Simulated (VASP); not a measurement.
BN, 2 atoms in the cell. Symmetry: F-43m, No. 216, cubic system. The conventional cell has a = 3.480 Å, b = 3.480 Å, c = 3.480 Å, α = 90.00°, β = 90.00°, γ = 90.00°. B (site symmetry -43m) has 4 N at 1.51 Å within 2.0 Å. Within 2.0 Å of N (site symmetry -43m) lie 4 B at 1.51 Å. 

```yaml
Program: VASP 6.6.1
Task: vibrations by perturbation theory
Functional: PBEsol
Potentials_or_basis: VASP PAW PBE potentials, release 64 (B, N)
Cutoff: 520 eV
k_mesh: 12 × 12 × 12
Occupations: gaussian, width 0.01 eV
Spin: no spin polarisation
Dipole_correction: no
Further_INCAR_settings: ALGO = Normal; EDIFF = 1e-08; NBANDS = 11; IBRION = 8; NSW = 1
```

Potentials or basis: VASP PAW PBE potentials, release 64 (B, N).

Run with:

```bash
$ cat potpaw_PBE.64/B/POTCAR potpaw_PBE.64/N/POTCAR > POTCAR
$ mpirun -np 1 vasp_std > vasp.out
```

Hardware: 1 thread of Intel(R) Xeon(R) 6975P-C (Granite Rapids), with other jobs on the host.

Question: Estimate the wall time of this run.

Answer: Wall time 110 s on 1 thread of Intel(R) Xeon(R) 6975P-C (Granite Rapids), with other jobs on the host, peak memory 0.23 GiB. Counts: scf iterations 107, k points 72.
